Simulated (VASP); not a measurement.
## Na2H3: single point with PBE

The system is Na2H3.

```xyz
5
Lattice="1.6623 0.9597 5.8687 -1.6623 0.9597 5.8687 0.0000 -1.9195 5.8687" Properties=species:S:1:pos:R:3 pbc="T T T"
Na    0.0000    0.0000    7.2821
Na    0.0000    0.0000   10.3241
H     0.0000    0.0000    0.0000
H     0.0000    0.0000    2.9703
H     0.0000    0.0000   14.6359
```

```json
{
  "Program": "VASP 6.6.1",
  "Task": "single point",
  "Functional": "PBE",
  "Potentials or basis": "VASP PAW PBE potentials, release 64 (Na_pv, H)",
  "Cutoff": "520 eV",
  "k mesh": "12 × 12 × 12",
  "Occupations": "gaussian, width 0.1 eV",
  "Spin": "no spin polarisation"
}
```

- Pressure: 0.0 GPa
- Band gap on the k mesh: zero (an odd number of electrons rules out a gap without spin polarisation)

Levels at points of the mesh, in eV from the Fermi level:
```csv
k point,band 4,band 5,band 6,band 7,band 8,band 9,band 10,band 11,band 12,band 13
"(0.00, 0.00, 0.00)",-23.58,-23.58,-23.55,-6.71,-3.53,1.46,4.19,8.83,11.96,12.47
"(0.50, 0.00, 0.00)",-23.60,-23.60,-23.56,-3.70,-1.76,-1.44,3.12,5.84,6.97,7.78
"(0.50, 0.50, 0.00)",-23.61,-23.59,-23.57,-3.57,-2.24,-1.11,2.99,6.48,7.32,7.33
"(0.50, 0.50, 0.50)",-23.58,-23.57,-23.57,-6.44,-4.31,3.89,4.85,4.88,10.40,11.94
```

Wall time 11 min on 1 thread of Intel Xeon 8259CL, on a shared host, peak memory 0.38 GiB.

Caveat: an odd number of electrons without spin polarisation forces a metal; a magnetic or distorted state may lie lower.
